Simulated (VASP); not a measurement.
Runs of VASP 6.6.1 on GaCuSe2. The structure is that of space group P4/mmm (No. 123), or close to it. The cells are those of the table. 

```csv
cell,gap on the mesh (eV),pressure (GPa)
"a = 3.824, b = 3.824, c = 5.335 Å, 4 atoms",none,(a)
"a = 3.774, b = 3.774, c = 5.266 Å, 4 atoms",none,(b)
"a = 3.697, b = 3.697, c = 5.158 Å, 4 atoms",none,5.7
"a = 3.723, b = 3.723, c = 5.195 Å, 4 atoms",none,3.6
"a = 3.848, b = 3.848, c = 5.369 Å, 4 atoms",none,-3.5
```

Alike in all rows: task single point; level PBE; potentials or basis VASP PAW PBE potentials, release 64 (Se, Ga_d, Cu); no spin polarisation; k mesh 7 × 7 × 5; cutoff (eV) 520; smearing fermi-dirac 0.05 eV.

Question: Fill in the values left out.

Answer: (a) -2.4; (b) 0.3.

A k mesh can miss the band edges, and the runs leave out spin-orbit coupling on Ga, Se.

A gap of «none» marks levels without a gap at the run's occupations.
